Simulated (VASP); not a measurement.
Write the native input for VASP 6.6.1 that does the following.

```yaml
Task: electric field gradients
Functional: LDA
Potentials_or_basis: VASP PAW LDA potentials, release 64 (Sr_sv, Mg)
Cutoff: 520 eV
k_mesh: 9 × 9 × 9
Occupations: fermi-dirac, width 0.05 eV
Spin: no spin polarisation
Dipole_correction: no
Further_INCAR_settings: ALGO = Normal; EDIFF = 1e-08; NBANDS = 13
```

The structure of SrMg lies in POSCAR:

```
SrMg
1.0
    3.9000000000      0.0390000000      0.0390000000
    0.0390000000      3.9000000000      0.0390000000
    0.0390000000      0.0390000000      3.9000000000
Sr Mg
1 1
Direct
    0.5000000000      0.5000000000      0.5000000000
    0.0000000000      0.0000000000      0.0000000000
```

This cell differs from its parent crystal: equal xy, yz and zx shear strains of +2 %.

The input as run:

INCAR

```
SYSTEM = SrMg
PREC     = Accurate       ! precision mode
ENCUT    = 520            ! plane-wave cutoff, eV
EDIFF    = 1E-8           ! SCF threshold, eV
ISMEAR   = -1             ! smearing method
SIGMA    = 0.05           ! smearing width, eV
LREAL    = .False.        ! projectors in reciprocal space
LASPH    = .True.         ! aspherical terms in the spheres
NELM     = 80             ! most SCF steps
ALGO     = Normal         ! electronic algorithm
ISIF     = 2              ! what is computed and relaxed
LWAVE    = .False.        ! write WAVECAR
LCHARG   = .False.        ! write CHGCAR
GGA      = CA             ! functional
LEFG     = .True.       
NBANDS   = 13             ! bands
```

KPOINTS

```
Automatic mesh
0
Gamma
  9 9 9
  0 0 0
```

Potentials or basis: VASP PAW LDA potentials, release 64 (Sr_sv, Mg).

Launch:

```bash
$ cat potpaw_LDA.64/Sr_sv/POTCAR potpaw_LDA.64/Mg/POTCAR > POTCAR
$ mpirun -np 1 vasp_std > vasp.out
```

It gave:

| Quantity | Value |
| --- | --- |
| Pressure | 3.3 GPa |
| Band gap on the k mesh | zero (band 6 reaches 3.26 eV, above the bottom of band 7 at 1.89 eV) |

Caveat: the cell differs from its parent crystal (equal xy, yz and zx shear strains of +2 %); without QUAD_EFG the Cq values of the log hold for a quadrupole moment of 1 mb, not for the nuclei.

Run time: 75 s on 1 thread of Intel(R) Xeon(R) Platinum 8375C CPU @ 2.90GHz (Ice Lake) (shared host), peak memory 0.2 GiB.
